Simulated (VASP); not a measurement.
A run of VASP 6.6.1 is set up as follows.

Contents of INCAR:

```
PREC = Accurate
ENCUT = 520
EDIFF = 1E-6
ISMEAR = 0
SIGMA = 0.05
LREAL = F
LASPH = T
NELM = 150
ALGO = Normal
ISIF = 2
LWAVE = F
LCHARG = T
ISPIN = 2
MAGMOM = 0 0 1
LORBIT = 11
LMAXMIX = 4
LDIPOL = T
IDIPOL = 3
DIPOL = 0.5 0.5 0.500
GGA = PE
IVDW = 12
LELF = T
LVHAR = T
LVACPOTAV = T
NBANDS = 24
```

The input KPOINTS:

```
Automatic mesh
0
Gamma
  12 12 1
```

POSCAR

```
MoS2
1.0
    3.1545610048     -0.0000000029      0.0000000000
   -1.5772804999      2.7319299694      0.0000000000
    0.0000000000      0.0000000000     23.1030829808
S Mo
2 1
Direct
    0.6666666667      0.3333333333      0.4321380807
    0.6666666667      0.3333333333      0.5678544784
    0.3333333333      0.6666666667      0.4999954750
```

Potentials or basis: VASP PAW PBE potentials, release 64 (S, Mo_sv).

Command:

```sh
$ cat potpaw_PBE.64/S/POTCAR potpaw_PBE.64/Mo_sv/POTCAR > POTCAR
$ mpirun -np 1 vasp_std > vasp.out
```

Problem. Predict the dispersion energy per atom.

Solution. -0.319 eV.

Problem. What does it give for the net moment?

Solution. 0.00 μB per cell.

Problem. Predict the largest force.

Solution. 0.021 eV/Å.

Problem. Predict the band gap on the k mesh.

Solution. 1.78 eV, direct.

Forces in eV/Å, atoms in the order of the input:
```
S    0.000  0.000  0.021
S    0.000  0.000 -0.021
Mo   0.000  0.000  0.000
```
